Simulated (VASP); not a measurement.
# Lu3Si (Pmm2) in VASP: single point with PBEsol

Aim: the single point of Lu3Si with PBEsol.

All numbers are computed with VASP 6.6.1; they aren't measurements. Logs are shortened: lines on timing, memory, paths and dates and some standing lists are left out, and cuts for length are marked.

### 1 The cell of the first run

The structure is orthorhombic, space group Pmm2 (No. 25). Conventional cell: a = 4.443 Å, b = 4.443 Å, c = 4.443 Å, α = 90.00°, β = 90.00°, γ = 90.00°. Lu (site symmetry mm2) has 8 Lu at 3.14 Å and 4 Si at 3.14 Å within 4.1 Å. Lu (site symmetry mm2) has 8 Lu at 3.11 to 3.18 Å and 4 Si at 3.14 Å within 4.1 Å. Within 4.1 Å of Lu (site symmetry mm2) lie 8 Lu at 3.11 to 3.18 Å and 4 Si at 3.11 to 3.18 Å. Si (site symmetry mm2) has 12 Lu at 3.11 to 3.18 Å within 4.1 Å.

### 2 Single point, PBEsol (atom 3 (Lu) moved 0.05 Å along z)

File INCAR:

```
PREC = Accurate ; ENCUT = 520
EDIFF = 1E-6 ; ISMEAR = 0
SIGMA = 0.05 ; LREAL = False
LASPH = True ; NELM = 100
ALGO = Fast ; ISIF = 2
LWAVE = False ; LCHARG = False
GGA = PS ; NBANDS = 48
```

File KPOINTS:

```
regular mesh
0
Gamma
  8 8 8
```

File POSCAR:

```
Lu3Si
1.0
    4.4434318115      0.0000000000      0.0000000000
    0.0000000000      4.4434318115      0.0000000000
    0.0000000000      0.0000000000      4.4434318115
Lu Si
3 1
Direct
    0.0000000000      0.5000000000      0.5000000000
    0.5000000000      0.5000000000      0.0000000000
    0.5000000000      0.0000000000      0.5112525638
    0.0000000000      0.0000000000      0.0000000000
```

Potentials or basis: VASP PAW PBE potentials, release 64 (Lu, Si).

Command:

```console
cat potpaw_PBE.64/Lu/POTCAR potpaw_PBE.64/Si/POTCAR > POTCAR
mpirun -np 1 vasp_std > vasp.out
```

OUTCAR:

```text
PREC = Accurate
   ENCUT = 520
   EDIFF = 1E-6
   ISMEAR = 0
   LREAL = False
   LASPH = True
   NELM = 100
   ISIF = 2
   GGA = PS

 ion  position               nearest neighbor table
   1  0.000  0.500  0.500-   2 3.14   4 3.14   2 3.14   4 3.14   4 3.14   4 3.14   2 3.14   2 3.14
                             3 3.14   3 3.14   3 3.14   3 3.14
   2  0.500  0.500  0.000-   3 3.11   3 3.11   4 3.14   1 3.14   1 3.14   4 3.14   1 3.14   4 3.14
                             1 3.14   4 3.14   3 3.18   3 3.18
   3  0.500  0.000  0.511-   2 3.11   4 3.11   2 3.11   4 3.11   1 3.14   1 3.14   1 3.14   1 3.14
                             2 3.18   4 3.18   4 3.18   2 3.18
   4  0.000  0.000  0.000-   3 3.11   3 3.11   1 3.14   1 3.14   1 3.14   2 3.14   1 3.14   2 3.14
                             2 3.14   2 3.14   3 3.18   3 3.18

  LATTYP: Found a simple cubic cell.
 ALAT       =     4.4434318115

  Lattice vectors:

 A1 = (   4.4434318115,   0.0000000000,   0.0000000000)
 A2 = (   0.0000000000,   4.4434318115,   0.0000000000)
 A3 = (   0.0000000000,   0.0000000000,   4.4434318115)

Analysis of symmetry for initial positions (statically):
=====================================================================
 Subroutine PRICEL returns:
 Original cell was already a primitive cell.

 Routine SETGRP: Setting up the symmetry group for a
 simple cubic supercell.

 Subroutine GETGRP returns: Found  4 space group operations
 (whereof  4 operations were pure point group operations)
 out of a pool of 48 trial point group operations.

The static configuration has the point symmetry C_2v.

Analysis of symmetry for dynamics (positions and initial velocities):
=====================================================================
 Subroutine PRICEL returns:
 Original cell was already a primitive cell.

 Routine SETGRP: Setting up the symmetry group for a
 simple cubic supercell.

 Subroutine GETGRP returns: Found  4 space group operations
 (whereof  4 operations were pure point group operations)
 out of a pool of 48 trial point group operations.

The dynamic configuration has the point symmetry C_2v.

 Subroutine INISYM returns: Found  4 space group operations
 (whereof  4 operations are pure point group operations),
 and found     1 'primitive' translations

----------------------------------------------------------------------------------------

                                     Primitive cell

  volume of cell :      87.7315

  direct lattice vectors                    reciprocal lattice vectors
     4.443431811  0.000000000  0.000000000     0.225051276  0.000000000  0.000000000
     0.000000000  4.443431811  0.000000000     0.000000000  0.225051276  0.000000000
     0.000000000  0.000000000  4.443431811     0.000000000  0.000000000  0.225051276

  length of vectors
     4.443431811  4.443431811  4.443431811     0.225051276  0.225051276  0.225051276

  position of ions in fractional coordinates (direct lattice)
     0.000000000  0.500000000  0.500000000
     0.500000000  0.500000000  0.000000000
     0.500000000  0.000000000  0.511252564
     0.000000000  0.000000000  0.000000000

  ion indices of the primitive-cell ions
   primitive index   ion index
                 1           1
                 2           2
                 3           3
                 4           4

----------------------------------------------------------------------------------------

 KPOINTS: regular mesh

Automatic generation of k-mesh.
 Grid dimensions read from file:
 generate k-points for:    8    8    8

 Generating k-lattice:

  Cartesian coordinates                     Fractional coordinates (reciprocal lattice)
     0.028131410  0.000000000  0.000000000     0.125000000  0.000000000  0.000000000
     0.000000000  0.028131410  0.000000000     0.000000000  0.125000000  0.000000000
     0.000000000  0.000000000  0.028131410     0.000000000  0.000000000  0.125000000

  Length of vectors
     0.028131410  0.028131410  0.028131410

  Shift w.r.t. Gamma in fractional coordinates (k-lattice)
     0.000000000  0.000000000  0.000000000

 Subroutine IBZKPT returns following result:
 ===========================================

 Found    125 irreducible k-points:

 Following reciprocal coordinates:
            Coordinates               Weight
  0.000000  0.000000  0.000000      1.000000
  0.125000  0.000000  0.000000      2.000000
  0.000000  0.125000  0.000000      2.000000
  0.000000  0.000000  0.125000      2.000000
  0.250000  0.000000  0.000000      2.000000
  0.000000  0.250000  0.000000      2.000000
[... 16 lines left out ...]
  0.375000  0.125000  0.000000      4.000000
  0.000000  0.375000  0.125000      4.000000
 [... further k-points ...]
   k-points           NKPTS =    125   k-points in BZ     NKDIM =    125   number of bands    NBANDS=     48
   number of dos      NEDOS =    301   number of ions     NIONS =      4
   total plane-waves  NPLWV =  46656
   dimension x,y,z NGX =    36 NGY =   36 NGZ =   36
   dimension x,y,z NGXF=    72 NGYF=   72 NGZF=   72
   ions per type =               3   1
   NGX,Y,Z   is equivalent  to a cutoff of  13.47, 13.47, 13.47 a.u.
   NGXF,Y,Z  is equivalent  to a cutoff of  26.94, 26.94, 26.94 a.u.
 SYSTEM =  unknown system
   PREC   = accura    normal or accurate (medium, high low for compatibility)
   ISTART =      0    job   : 0-new  1-cont  2-samecut
   ICHARG =      2    charge: 1-file 2-atom 10-const
   ISPIN  =      1    spin polarized calculation?
   LNONCOLLINEAR =      F non collinear calculations
   LSORBIT =      F    spin-orbit coupling
   LASPH  =      T    aspherical Exc in radial PAW
   ENCUT  =  520.0 eV  38.22 Ry    6.18 a.u.   8.26  8.26  8.26*2*pi/ulx,y,z
   NELM   =    100;   NELMIN=  2; NELMDL= -5     # of ELM steps
   EDIFF  = 0.1E-05   stopping-criterion for ELM
   LREAL  =      F    real-space projection
[... 7 lines left out ...]
   TEBEG  =    0.0;   TEEND  =   0.0 temperature during run
   PSTRESS=    0.0 pullay stress
   NELECT =      79.0000    total number of electrons
   NUPDOWN=      -1.0000    fix difference up-down
   EMIN   =  10.00;   EMAX   =-10.00  energy-range for DOS
   EFERMI =   0.00;   METHOD = LEGACY
   ISMEAR =     0;   SIGMA  =   0.05  broadening in eV -4-tet -1-fermi 0-gaus
   EFERMI_NEDOS =   21; number of points for ismear=-14 and -15
   IALGO  =     68    algorithm
   IMIX   =      4    mixing-type and parameters
     AMIX     =   0.40;   BMIX     =  1.00
     AMIX_MAG =   1.60;   BMIX_MAG =  1.00
  volume/ion in A,a.u.               =      21.93       148.01
  Fermi-wavevector in a.u.,A,eV,Ry     =   1.580879  2.987428 34.003394  2.499179
  Thomas-Fermi vector in A             =   2.681040
   LORBIT       =      0    0 simple, 1 ext, 2 COOP (PROOUT), +10 PAW based schemes
   GGA     = PS    functional components
   LHFCALC =     F    Hartree Fock is set to
   AEXX    =    0.0000 exact exchange contribution
   IVDW    =     0    specifies the selected vdW correction
   LEPSILON=     F    determine dielectric tensor
   LRPA    =     F    only Hartree local field effects (RPA)
 non-spin polarized calculation
 RMM-DIIS sequential band-by-band and
 Gauss-broadening in eV      SIGMA  =   0.05
  energy-cutoff  :      520.00
  volume of cell :       87.73
 maximum number of plane-waves:      2392
 NGX is ok and might be reduce to    36
   NGX = 17   NGY = 17   NGZ = 17

 number of electron      78.9999956 magnetization

 Free energy of the ion-electron system (eV)
  ---------------------------------------------------
  ext. energy  EPLUGINS =         0.00000000
  ---------------------------------------------------
  free energy    TOTEN  =       -21.79573762 eV

  energy without entropy =      -21.79130484  energy(sigma->0) =      -21.79352123

 E-fermi :   3.9972     XC(G=0): -11.6048

 val. band max:        3.9952173415   @ k =   0.2500   0.2500   0.1250
 cond. band min:       3.9998980029   @ k =   0.2500   0.1250   0.2500
 fundamental gap:      0.0046806614
 Fermi energy:         3.9972250977

 k-point     1 :       0.0000    0.0000    0.0000
  band No.  band energies     occupation
      1     -52.0347      2.00000
      2     -51.9303      2.00000
      3     -51.9300      2.00000
      4     -23.1154      2.00000
      5     -23.1137      2.00000
      6     -23.1130      2.00000
[... 40 lines left out ...]
     47       7.6607      0.00000
     48      10.3484      0.00000

 k-point     2 :       0.1250    0.0000    0.0000
  band No.  band energies     occupation
      1     -52.0312      2.00000
      2     -51.9338      2.00000
      3     -51.9300      2.00000
      4     -23.0982      2.00000
      5     -23.0969      2.00000
      6     -23.0872      2.00000
[... 40 lines left out ...]
     47       7.8636      0.00000
     48       9.7881      0.00000

 k-point     3 :       0.0000    0.1250    0.0000
  band No.  band energies     occupation
      1     -52.0311      2.00000
      2     -51.9336      2.00000
      3     -51.9302      2.00000
      4     -23.0988      2.00000
      5     -23.0958      2.00000
      6     -23.0879      2.00000
[... 40 lines left out ...]
     47       7.8641      0.00000
     48       9.7262      0.00000

 k-point     4 :       0.0000    0.0000    0.1250
  band No.  band energies     occupation
      1     -52.0312      2.00000
      2     -51.9339      2.00000
      3     -51.9299      2.00000
      4     -23.0982      2.00000
      5     -23.0957      2.00000
      6     -23.0883      2.00000
[... 958 lines left out ...]
     47       8.2223      0.00000
     48       8.3852      0.00000

 k-point    23 :       0.3750    0.1250    0.0000
  band No.  band energies     occupation
      1     -52.0055      2.00000
      2     -51.9567      2.00000
      3     -51.9324      2.00000
      4     -23.0270      2.00000
      5     -22.9734      2.00000
      6     -22.8659      2.00000
[... 40 lines left out ...]
     47       8.0329      0.00000
     48       8.2956      0.00000

 k-point    24 :       0.0000    0.3750    0.1250
  band No.  band energies     occupation
      1     -52.0052      2.00000
      2     -51.9568      2.00000
      3     -51.9326      2.00000
      4     -23.0278      2.00000
      5     -22.9719      2.00000
      6     -22.8680      2.00000
[... 40 lines left out ...]
     47       8.0471      0.00000
     48       8.2681      0.00000

 [... further k-points ...]

------------------------ aborting loop because EDIFF is reached ----------------------------------------

  FORCE on cell =-STRESS in cart. coord.  units (eV):
  Direction    XX          YY          ZZ          XY          YZ          ZX
  --------------------------------------------------------------------------------------
  -------------------------------------------------------------------------------------
  Total       -0.5271743     -0.5286334     -0.5142519      0.0000000      0.0000000      0.0000000
  in kB       -9.6274058     -9.6540514     -9.3914128      0.0000000      0.0000000      0.0000000
  external PRESSURE =      -9.5576234 kB  Pullay stress =       0.0000000 kB

 VOLUME and BASIS-vectors are now :
 -----------------------------------------------------------------------------
  energy-cutoff  :      520.00
  volume of cell :       87.73
      direct lattice vectors                 reciprocal lattice vectors
     4.443431811  0.000000000  0.000000000     0.225051276  0.000000000  0.000000000
     0.000000000  4.443431811  0.000000000     0.000000000  0.225051276  0.000000000
     0.000000000  0.000000000  4.443431811     0.000000000  0.000000000  0.225051276

 POSITION                                       TOTAL-FORCE (eV/Angst)
 -----------------------------------------------------------------------------------
      0.00000      2.22172      2.22172         0.000000      0.000000      0.027332
      2.22172      2.22172      0.00000         0.000000      0.000000      0.213799
      2.22172      0.00000      2.27172         0.000000      0.000000     -0.284898
      0.00000      0.00000      0.00000         0.000000      0.000000      0.043767
 -----------------------------------------------------------------------------------
    total drift:                                0.000000      0.000000     -0.000742

  FREE ENERGIE OF THE ION-ELECTRON SYSTEM (eV)
  ---------------------------------------------------
  free  energy   TOTEN  =       -21.7957376173 eV

  energy  without entropy=      -21.7913048414  energy(sigma->0) =      -21.79352123
```

It took 35 min on 1 thread of Intel Xeon Platinum 8259CL at 2.50GHz (Skylake/Cascade Lake), shared host; peak memory 0.53 GiB.

What came out:

```
Free energy            : -21.7957 eV
Pressure               : -1.0 GPa
Largest force          : 0.285 eV/Å
Band gap on the k mesh : zero (an odd number of electrons rules out a gap without spin polarisation)
```

Forces on the atoms (eV/Å):
```
Lu   0.000  0.000  0.027
Lu   0.000  0.000  0.214
Lu   0.000  0.000 -0.285
Si   0.000  0.000  0.044
```

Caveat: the cell differs from its parent crystal (atom 3 (Lu) moved 0.05 Å along z); the PAW data sets were made with another functional, which shifts forces and pressure a little; spin-orbit coupling is left out, which moves the levels of the heavy elements.
